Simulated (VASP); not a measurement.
## Cu3O2: single point with PBE

The system is Cu3O2.

```
CELL_PARAMETERS angstrom
-2.03334 2.03334 3.96440
2.03334 -2.03334 3.96440
2.03334 2.03334 -3.96440
ATOMIC_POSITIONS crystal
Cu 0.25000 0.75000 0.50000
Cu 0.75000 0.25000 0.50000
Cu 0.00000 0.00000 0.00000
O 0.00000 0.50000 0.50000
O 0.50000 0.00000 0.50000
```

```json
{
  "Program": "VASP 6.6.1",
  "Task": "single point",
  "Functional": "PBE",
  "Potentials or basis": "VASP PAW PBE potentials, release 64 (Cu, O)",
  "Cutoff": "520 eV",
  "k mesh": "14 × 14 × 14",
  "Occupations": "gaussian, width 0.15 eV",
  "Spin": "no spin polarisation"
}
```

```json
{
 "Pressure": "-11.2 GPa",
 "Band gap on the k mesh": "zero (an odd number of electrons rules out a gap without spin polarisation)"
}
```

Stress tensor (GPa, compression positive):
```
 -4.58   0.00   0.00
  0.00  -4.58   0.00
  0.00   0.00 -24.53
```

Levels at points of the mesh, in eV from the Fermi level:
| k point | band 20 | band 21 | band 22 | band 23 | band 24 | band 25 | band 26 | band 27 |
| --- | --- | --- | --- | --- | --- | --- | --- | --- |
| (0.00, 0.00, 0.00) | -1.20 | -0.78 | -0.78 | -0.05 | 0.30 | 5.17 | 5.17 | 6.53 |
| (0.50, 0.00, 0.00) | -1.20 | -0.82 | -0.42 | -0.27 | 2.30 | 2.68 | 7.69 | 7.76 |
| (0.50, 0.50, 0.00) | -0.49 | -0.21 | -0.21 | 0.77 | 1.40 | 3.04 | 3.40 | 6.42 |
| (0.50, 0.50, 0.50) | -1.22 | -1.20 | -0.34 | -0.34 | 3.16 | 3.71 | 6.07 | 6.07 |

Wall time 25 min on 1 thread of Intel Xeon 8259CL (shared host), peak memory 0.49 GiB.

Caveat: the stress differs along the axes, from -25 to -5 GPa. With open d or f shells a metallic result of PBE can be an artefact of self-interaction; +U or a hybrid may open a gap.
